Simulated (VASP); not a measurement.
Input of a VASP 6.6.1 run:

INCAR

```
SYSTEM = Li
ALGO = Normal
EDIFF = 1E-7
ENCUT = 520
GGA = PS
ISIF = 2
ISMEAR = -1
LASPH = .TRUE.
LCHARG = .FALSE.
LREAL = .FALSE.
LWAVE = .FALSE.
NBANDS = 14
NELM = 60
PREC = Accurate
SIGMA = 0.1
```

The input KPOINTS:

```
k-points
0
G
  13 13 4
  0 0 0
```

The input POSCAR:

```
Li
1.0
    3.1378101685      0.0000000000      0.0000000000
   -1.5689050843      2.7174233182      0.0000000000
    0.0000000000      0.0000000000     10.2238660010
Li
4
Direct
    1.0000000000      0.0000000000      1.0000000000
    1.0000000000      1.0000000000      0.5000000000
    0.3333333333      0.6666666667      0.2500000000
    0.6666666667      0.3333333333      0.7500000000
```

Potentials or basis: VASP PAW PBE potentials, release 64 (Li_sv).

Launch:

```sh
$ cat potpaw_PBE.64/Li_sv/POTCAR > POTCAR
$ mpirun -np 1 vasp_std > vasp.out
```

Predict the band gap on the k mesh.

zero (bands 6 and 7 overlap by 3.95 eV).
